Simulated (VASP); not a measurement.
# LiCl (Cc) in VASP: a series of runs

Runs on LiCl. Level: PBE. Tasks: relaxation of cell and atoms, single point.

All numbers are computed with VASP 6.6.1; they aren't measurements. Logs are shortened: lines on timing, memory, paths and dates and some standing lists are left out, and cuts for length are marked.

## (1) The cell of the first run

It takes space group Cc (No. 9, monoclinic). The conventional cell has a = 4.939 Å, b = 3.676 Å, c = 5.594 Å, α = 90.00°, β = 109.19°, γ = 90.00°. Within 2.9 Å of Li (site symmetry 1) lie 5 Cl at 2.21 to 2.22 Å. Cl (site symmetry 1) has 5 Li at 2.21 to 2.22 Å within 2.9 Å.

The cell was built from a structure type or drawn by symmetry, and may not be a known phase.

## (2) Relaxation of cell and atoms, PBE

INCAR reads:

```
PREC = Accurate
ENCUT = 600
EDIFF = 1E-6
ISMEAR = 0
SIGMA = 0.1
LREAL = F
LASPH = T
NELM = 80
ALGO = Normal
ISIF = 3
LWAVE = F
LCHARG = F
GGA = PE
IBRION = 2
NSW = 90
EDIFFG = -0.04
```

KPOINTS reads:

```
regular mesh
0
Gamma
  6 6 4
```

POSCAR reads:

```
LiCl
1.0
    2.4696170600     -1.8378214500      0.0000000000
    2.4696170600      1.8378214500      0.0000000000
   -1.8388397400      0.0000000000      5.2833547200
Li Cl
2 2
Direct
    0.4901093500      0.8223851100      0.6464666700
    0.8223851100      0.4901093500      0.1464666700
    0.1776148900      0.5098906500      0.8535333300
    0.5098906500      0.1776148900      0.3535333300
```

Potentials or basis: VASP PAW PBE potentials, release 64 (Li_sv, Cl).

The run is started by

```console
> cat potpaw_PBE.64/Li_sv/POTCAR potpaw_PBE.64/Cl/POTCAR > POTCAR
> mpirun -np 1 vasp_std > vasp.out
```

OUTCAR:

```text
PREC = Accurate
   ENCUT = 600
   EDIFF = 1E-6
   ISMEAR = 0
   LREAL = F
   LASPH = T
   NELM = 80
   ISIF = 3
   GGA = PE
   IBRION = 2
   NSW = 90
   EDIFFG = -0.04

 ion  position               nearest neighbor table
   1  0.490  0.822  0.646-   3 2.21   3 2.21   4 2.21   3 2.21   4 2.22
   2  0.822  0.490  0.146-   4 2.21   4 2.21   3 2.21   4 2.21   3 2.22
   3  0.178  0.510  0.854-   1 2.21   1 2.21   2 2.21   1 2.21   2 2.22
   4  0.510  0.178  0.354-   2 2.21   2 2.21   1 2.21   2 2.21   1 2.22

  LATTYP: Found a base centered monoclinic cell.
 ALAT       =     4.9392341200
 B/A-ratio  =     0.7441726411
 C/A-ratio  =     1.1326064647
 COS(beta)  =    -0.3287041843

  Lattice vectors:

 A1 = (   2.4696170600,  -1.8378214500,   0.0000000000)
 A2 = (   2.4696170600,   1.8378214500,   0.0000000000)
 A3 = (  -1.8388397400,   0.0000000000,   5.2833547200)

Analysis of symmetry for initial positions (statically):
=====================================================================
 Subroutine PRICEL returns:
 Original cell was already a primitive cell.

 Routine SETGRP: Setting up the symmetry group for a
 base centered monoclinic supercell.

 Subroutine GETGRP returns: Found  2 space group operations
 (whereof  1 operations were pure point group operations)
 out of a pool of  4 trial point group operations.

The static configuration has the point symmetry C_1 .
 The point group associated with its full space group is C_1h.

Analysis of symmetry for dynamics (positions and initial velocities):
=====================================================================
 Subroutine PRICEL returns:
 Original cell was already a primitive cell.

 Routine SETGRP: Setting up the symmetry group for a
 base centered monoclinic supercell.

 Subroutine GETGRP returns: Found  2 space group operations
 (whereof  1 operations were pure point group operations)
 out of a pool of  4 trial point group operations.

The dynamic configuration has the point symmetry C_1 .
 The point group associated with its full space group is C_1h.

 Subroutine INISYM returns: Found  2 space group operations
 (whereof  1 operations are pure point group operations),
 and found     1 'primitive' translations

----------------------------------------------------------------------------------------

                                     Primitive cell

  volume of cell :      47.9593

  direct lattice vectors                    reciprocal lattice vectors
     2.469617060 -1.837821450  0.000000000     0.202460539 -0.272061249  0.070465169
     2.469617060  1.837821450  0.000000000     0.202460539  0.272061249  0.070465169
    -1.838839740  0.000000000  5.283354720     0.000000000  0.000000000  0.189273682
[... 80 lines left out ...]
   ISTART =      0    job   : 0-new  1-cont  2-samecut
   ICHARG =      2    charge: 1-file 2-atom 10-const
   ISPIN  =      1    spin polarized calculation?
   LNONCOLLINEAR =      F non collinear calculations
   LSORBIT =      F    spin-orbit coupling
   LASPH  =      T    aspherical Exc in radial PAW
   ENCUT  =  600.0 eV  44.10 Ry    6.64 a.u.   6.15  6.15 11.17*2*pi/ulx,y,z
   NELM   =     80;   NELMIN=  2; NELMDL= -5     # of ELM steps
   EDIFF  = 0.1E-05   stopping-criterion for ELM
   LREAL  =      F    real-space projection
   EDIFFG = -.4E-01   stopping-criterion for IOM
   NSW    =     90    number of steps for IOM
   IBRION =      2    ionic relax: 0-MD 1-quasi-New 2-CG
   NFREE  =      1    steps in history (QN), initial steepest desc. (CG)
   ISIF   =      3    stress and relaxation
   ISYM   =      2    0-nonsym 1-usesym 2-fastsym
   POTIM  = 0.5000    time-step for ionic-motion
   TEBEG  =    0.0;   TEEND  =   0.0 temperature during run
   PSTRESS=    0.0 pullay stress
   NELECT =      20.0000    total number of electrons
   NUPDOWN=      -1.0000    fix difference up-down
   EMIN   =  10.00;   EMAX   =-10.00  energy-range for DOS
   EFERMI =   0.00;   METHOD = LEGACY
   ISMEAR =     0;   SIGMA  =   0.10  broadening in eV -4-tet -1-fermi 0-gaus
   EFERMI_NEDOS =   21; number of points for ismear=-14 and -15
   IALGO  =     38    algorithm
   IMIX   =      4    mixing-type and parameters
     AMIX     =   0.40;   BMIX     =  1.00
     AMIX_MAG =   1.60;   BMIX_MAG =  1.00
  volume/ion in A,a.u.               =      11.99        80.91
  Fermi-wavevector in a.u.,A,eV,Ry     =   1.223096  2.311317 20.353828  1.495964
  Thomas-Fermi vector in A             =   2.358219
   LORBIT       =      0    0 simple, 1 ext, 2 COOP (PROOUT), +10 PAW based schemes
   GGA     = PE    functional components
   LHFCALC =     F    Hartree Fock is set to
   AEXX    =    0.0000 exact exchange contribution
   IVDW    =     0    specifies the selected vdW correction
   LEPSILON=     F    determine dielectric tensor
   LRPA    =     F    only Hartree local field effects (RPA)
 conjugate gradient relaxation of ions
 non-spin polarized calculation
 Gauss-broadening in eV      SIGMA  =   0.10
  energy-cutoff  :      600.00
  volume of cell :       47.96
 maximum number of plane-waves:      1624
 NGX is ok and might be reduce to    28
   NGX = 13   NGY = 13   NGZ = 23

--------------------------------------- Ionic step        1  -------------------------------------------

 number of electron      19.9999997 magnetization

 Free energy of the ion-electron system (eV)
  ---------------------------------------------------
  ext. energy  EPLUGINS =         0.00000000
  ---------------------------------------------------
  free energy    TOTEN  =       -12.96496046 eV

  energy without entropy =      -12.96496046  energy(sigma->0) =      -12.96496046

 E-fermi :   4.8097     XC(G=0): -10.2289

 val. band max:        4.2566322237   @ k =   0.0000   0.0000   0.0000
 cond. band min:       9.3730287188   @ k =   0.5000   0.5000  -0.0000
 fundamental gap:      5.1163964951
 Fermi energy:         4.8097157621
[... 923 lines left out ...]
      3     -12.4915      2.00000
      4     -12.2052      2.00000
      5      -1.7410      2.00000
      6      -1.1797      2.00000
      7      -0.9720      2.00000
      8      -0.1418      2.00000
      9      -0.0567      2.00000
     10       0.1875      2.00000
     11       8.5179      0.00000
     12       9.6334      0.00000
     13       9.9295      0.00000
     14      10.2848      0.00000

 [... further k-points ...]

[... ionic steps 4 to 27 ...]

--------------------------------------- Ionic step       28  -------------------------------------------

 number of electron      20.0000009 magnetization

------------------------ aborting loop because EDIFF is reached ----------------------------------------
[... 71 lines left out ...]
--------------------------------------- Ionic step       30  -------------------------------------------

 number of electron      19.9999987 magnetization

 Free energy of the ion-electron system (eV)
  ---------------------------------------------------
  ext. energy  EPLUGINS =         0.00000000
  ---------------------------------------------------
  free energy    TOTEN  =       -14.73309751 eV

  energy without entropy =      -14.73309751  energy(sigma->0) =      -14.73309751

 E-fermi :   1.1168     XC(G=0):  -8.7535

 val. band max:        0.6867180004   @ k =   0.0000   0.0000   0.0000
 cond. band min:       7.0371873780   @ k =   0.0000   0.0000   0.0000
 fundamental gap:      6.3504693776
 Fermi energy:         1.1167933444
[... 439 lines left out ...]
  FREE ENERGIE OF THE ION-ELECTRON SYSTEM (eV)
  ---------------------------------------------------
  free  energy   TOTEN  =       -14.7330975102 eV

  energy  without entropy=      -14.7330975102  energy(sigma->0) =      -14.73309751

 reached required accuracy - stopping structural energy minimisation
```

CONTCAR:

```text
LiCl
   1.00000000000000
     3.0910897343193371   -1.8267371997150434    0.0634078759114207
     3.0910897343193371    1.8267371997150434    0.0634078759114207
    -2.1490781323838859    0.0000000000000000    5.8985798145298158
  Li              Cl
     2     2
Direct
     0.3735535147999909    0.8743467541648668    0.6233540451713250
     0.8743467541648668    0.3735535147999909    0.1233540451713252
     0.1197548147672459    0.6323449162678961    0.8766459548286750
     0.6323449162678961    0.1197548147672459    0.3766459548286749

  0.00000000E+00  0.00000000E+00  0.00000000E+00
  0.00000000E+00  0.00000000E+00  0.00000000E+00
  0.00000000E+00  0.00000000E+00  0.00000000E+00
  0.00000000E+00  0.00000000E+00  0.00000000E+00
```

Run time: 6.2 min. Hardware: 1 thread of Intel Xeon 6975P-C (Granite Rapids), shared host; peak memory 0.2 GiB.

What came out:

```yaml
Free_energy: -14.7331 eV
Relaxed_volume: 16.78 Å³/atom
Relaxed_cell: a = 3.591 Å, b = 3.591 Å, c = 6.278 Å, α = 106.15°, β = 106.15°, γ = 61.15°
Space_group_after_relaxing_to_0.1_Å: R-3m (No. 166)
Energy_gained_by_relaxing: 442.0 meV/atom
Ionic_steps: 30
Pressure_after_relaxing: 0.2 GPa
Largest_force_after_relaxing: 0.036 eV/Å
Band_gap_on_the_k_mesh: 6.35 eV
```

Forces in eV/Å, atoms in the order of the input:
```
Li   0.002 -0.003  0.013
Li   0.002  0.003  0.013
Cl  -0.002 -0.033 -0.013
Cl  -0.002  0.033 -0.013
```

Step by step:
```tsv
step	energy change (eV)	largest force (eV/Å)	pressure (GPa)	volume (Å³)
1	0.0000	0.4614	29.41	47.96
2	-1.4972	0.1210	3.68	64.90
3	-1.5633	0.0896	1.09	69.02
4	-1.5268	0.0547	-2.44	77.76
5	-1.5735	0.0734	-0.33	71.94
6	-1.5736	0.0761	-0.09	71.39
7	-1.6000	0.0900	-0.08	71.34
8	-1.6540	0.1251	0.01	71.03
9	-1.6179	0.1717	0.38	69.76
10	-1.6656	0.1424	0.08	70.74
11	-1.6658	0.1445	0.10	70.69
12	-1.6728	0.1250	-0.11	70.91
13	-1.6861	0.0890	-0.67	71.56
14	-1.6840	0.0938	-1.64	72.84
15	-1.6893	0.0882	-1.14	72.15
16	-1.6930	0.0921	-1.06	71.85
17	-1.7029	0.1039	-0.79	70.95
18	-1.7173	0.1341	-0.18	69.15
19	-1.7188	0.1999	1.45	65.62
20	-1.7231	0.1693	0.57	67.32
21	-1.7319	0.1635	0.48	67.33
22	-1.7484	0.1322	0.29	67.31
23	-1.7489	0.1142	0.28	67.30
24	-1.7492	0.1210	0.27	67.30
25	-1.7549	0.0986	-0.10	67.91
26	-1.7579	0.0709	-0.56	68.76
27	-1.7624	0.0597	-0.30	68.14
28	-1.7652	0.0468	0.26	66.99
29	-1.7676	0.0374	0.19	67.06
30	-1.7681	0.0355	0.16	67.11
```

Final structure:
```
CELL_PARAMETERS angstrom
3.09109 -1.82674 0.06341
3.09109 1.82674 0.06341
-2.14908 0.00000 5.89858
ATOMIC_POSITIONS crystal
Li 0.37355 0.87435 0.62335
Li 0.87435 0.37355 0.12335
Cl 0.11975 0.63234 0.87665
Cl 0.63234 0.11975 0.37665
```

Levels at points of the mesh, in eV from the valence-band top:
| k point | band 8 | band 9 | band 10 | band 11 | band 12 | band 13 |
| --- | --- | --- | --- | --- | --- | --- |
| (0.00, 0.00, 0.00) | -0.12 | -0.07 | 0.00 | 6.35 | 6.73 | 9.37 |
| (0.50, 0.00, 0.00) | -1.33 | -0.73 | -0.72 | 8.18 | 8.21 | 9.40 |
| (0.50, 0.50, 0.00) | -1.17 | -0.38 | -0.35 | 6.63 | 7.88 | 8.18 |
| (0.00, 0.00, 0.50) | -0.21 | -0.14 | -0.14 | 7.21 | 7.21 | 10.53 |
| (0.50, 0.00, 0.50) | -1.08 | -0.33 | -0.28 | 6.72 | 7.90 | 8.26 |
| (0.50, 0.50, 0.50) | -1.35 | -0.85 | -0.85 | 8.04 | 8.04 | 9.54 |

Caveat: the cutoff is under 1.25 times the usual one of these potentials, so pressure, stress and relaxed cells hold a basis-set (Pulay) error; the volume moved by over 15 % at a fixed basis, so the end points are rough. A k mesh can miss the band edges.

## (3) Single point, PBE

INCAR reads:

```
SYSTEM = LiCl
PREC = Accurate
ENCUT = 520
EDIFF = 1E-6
ISMEAR = 0
SIGMA = 0.1
LREAL = .FALSE.
LASPH = .TRUE.
NELM = 60
ALGO = Normal
ISIF = 2
LWAVE = .FALSE.
LCHARG = .FALSE.
GGA = PE
NBANDS = 18
```

KPOINTS reads:

```
Automatic mesh
0
G
  6 6 4
  0 0 0
```

POSCAR is that of step 2.

Potentials or basis: VASP PAW PBE potentials, release 64 (Li_sv, Cl).

The run is started by

```console
> cat potpaw_PBE.64/Li_sv/POTCAR potpaw_PBE.64/Cl/POTCAR > POTCAR
> mpirun -np 1 vasp_std > vasp.out
```

It took 36 s on 1 thread of Intel Xeon Platinum 8375C at 2.90GHz (Ice Lake), shared host; peak memory 0.17 GiB.

The run converged. Its results:

```
Free energy            : -12.9638 eV
Largest force          : 0.461 eV/Å
Band gap on the k mesh : 5.12 eV (least direct gap 6.27 eV)
```

Forces in eV/Å, atoms in the order of the input:
```
Li   0.019  0.110 -0.057
Li   0.019 -0.110 -0.057
Cl  -0.019  0.457  0.057
Cl  -0.019 -0.457  0.057
```

Levels at points of the mesh, in eV from the valence-band top:
```
           k point  band 8  band 9  band 10  band 11  band 12  band 13
(0.00, 0.00, 0.00)   -0.60   -0.42     0.00     6.63     7.67     9.07
(0.50, 0.00, 0.00)   -1.68   -0.94    -0.66     8.00     8.17     8.82
(0.50, 0.50, 0.00)   -2.62   -1.77    -1.15     5.12     6.20     7.60
(0.00, 0.00, 0.50)   -1.35   -0.10    -0.10     7.36     7.36     9.38
(0.50, 0.00, 0.50)   -1.30   -0.98    -0.24     6.88     7.43     8.62
(0.50, 0.50, 0.50)   -3.48   -1.91    -1.91     5.80     5.80     9.90
```

Caveat: the cutoff is under 1.25 times the usual one of these potentials, so pressure, stress and relaxed cells hold a basis-set (Pulay) error. A k mesh can miss the band edges.
